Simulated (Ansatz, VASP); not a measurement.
Cu: VASP beside Ansatz

File INCAR:

```
SYSTEM = Cu
ALGO = Fast
EDIFF = 1E-6
ENCUT = 520
GGA = PS
ISIF = 2
ISMEAR = 0
LASPH = .True.
LCHARG = .False.
LREAL = .False.
LWAVE = .False.
NBANDS = 18
NELM = 100
PREC = Accurate
SIGMA = 0.15
```

File KPOINTS:

```
k-points
0
Gamma
  22 22 20
  0 0 0
```

File POSCAR:

```
Cu
1.0
    1.2956257702     -4.0573277558      0.0000000000
    1.2956257702      4.0573277558      0.0000000000
    0.0000000000      0.0000000000      2.5285448600
Cu
2
Direct
    0.1338543804      0.8661456196      0.2500000000
    0.8661456196      0.1338543804      0.7500000000
```

Input for Ansatz:

```yaml
crystal:
  lattice:
    - [1.2956257702, -4.0573277558, 0.0]
    - [1.2956257702, 4.0573277558, 0.0]
    - [0.0, 0.0, 2.52854486]
  atoms:
    - { symbol: Cu, position: [0.1338543804, 0.8661456196, 0.25] }
    - { symbol: Cu, position: [0.8661456196, 0.1338543804, 0.75] }
basis:
  ecutwfc: 520.0
kpoints:
  mp_grid: { grid: [22, 22, 20] }
hamiltonian:
  xc: pbesol
  pseudopotentials: { kind: paw, azcp: { folder: soft_1 } }
scf:
  occupations: { method: gaussian, width: 0.15 }
output:
  forces: true
  stress: true
  eigenvalues: true
```

Change from the starting cell: volume 13.292 Å^3 an atom, stretch along a over the lengths across it, relative to the relaxed cell 1.0409.

Alike in both runs: task single point; functional PBEsol; k mesh 22 × 22 × 20; occupations gaussian, width 0.15 eV; no spin polarisation.

|  | VASP | Ansatz |
| --- | --- | --- |
| version | VASP 6.6.1 | Ansatz 0.2.0 |
| potentials or method | VASP PAW PBE potentials, release 64 (Cu), cutoff 520 eV | scalar-relativistic, plane waves, PAW |
| valence electrons in the cell | 22 | 38 |

```csv
,VASP,Ansatz,Ansatz less VASP
gap on the k mesh at the Fermi level (eV),none,none,-
pressure (GPa),-11.6,-12.5,-0.87
"traceless stress, the component that is largest in VASP (GPa)",-3.47,-3.36,+0.113
rms of the force components (eV/Å),0.114,0.115,+0.0015
```

VASP's potentials were made for PBE, not for PBEsol, and Ansatz warns of the same on its side. Atom by atom the forces differ by 0.001 eV/Å (rms over components). A gap of «none» marks a metal or a gap that the smearing closes. VASP's potentials hold 22 valence electrons a cell and Ansatz's 38, so a difference there can come from the potentials and not from the codes.
